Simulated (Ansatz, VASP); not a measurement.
## MgS in VASP and in Ansatz

INCAR

```
SYSTEM = MgS
PREC = Accurate
ENCUT = 600
EDIFF = 1E-6
ISMEAR = 0
SIGMA = 0.1
LREAL = .False.
LASPH = .True.
NELM = 120
ALGO = Normal
ISIF = 2
LWAVE = .False.
LCHARG = .False.
GGA = CA
NBANDS = 11
GGA_COMPAT = .False.
```

Contents of KPOINTS:

```
Automatic mesh
0
Gamma
  6 6 6
  0 0 0
```

POSCAR

```
MgS
1.0
    0.0000000000      2.8100000000      2.8100000000
    2.8100000000      0.0000000000      2.8100000000
    2.8100000000      2.8100000000      0.0000000000
Mg S
1 1
Direct
    0.0000000000      0.0000000000      0.0000000000
    0.2500000000      0.2500000000      0.2500000000
```

Input for Ansatz:

```yaml
crystal:
  lattice:
    - [0.0, 2.81, 2.81]
    - [2.81, 0.0, 2.81]
    - [2.81, 2.81, 0.0]
  atoms:
    - { symbol: Mg, position: [0.0, 0.0, 0.0] }
    - { symbol: S, position: [0.25, 0.25, 0.25] }
basis:
  ecutwfc: 420
kpoints:
  mp_grid: { grid: [6, 6, 6] }
hamiltonian:
  xc: lda
  pseudopotentials: { kind: paw, azcp: { folder: soft_1 } }
scf:
  occupations: { method: gaussian, width: 0.1 }
output:
  forces: true
  stress: true
  eigenvalues: true
```

Alike in both runs: task single point; functional LDA; k mesh 6 × 6 × 6; occupations gaussian, width 0.1 eV; no spin polarisation.

|  | VASP | Ansatz |
| --- | --- | --- |
| version | VASP 6.6.1 | Ansatz 0.2.0 |
| potentials or method | VASP PAW LDA potentials, release 64 (Mg, S), cutoff 600 eV | scalar-relativistic, plane waves, PAW |
| valence electrons in the cell | 8 | 16 |

VASP gave:

```
gap on the k mesh at the Fermi level (eV) : 3.31
least direct gap on the mesh (eV)         : 3.31
pressure (GPa)                            : -1.2
```

Problem. Estimate Ansatz's values.

Solution. gap on the k mesh at the Fermi level (eV): 3.29; least direct gap on the mesh (eV): 3.29; pressure (GPa): -0.8.

Ansatz warns that its potentials were made for another functional, while VASP's fit it. LDA's correlation is that of Perdew and Zunger in VASP and of Perdew and Wang (1992) in Ansatz. VASP's potentials hold 8 valence electrons a cell and Ansatz's 16, so a difference there can come from the potentials and not from the codes.
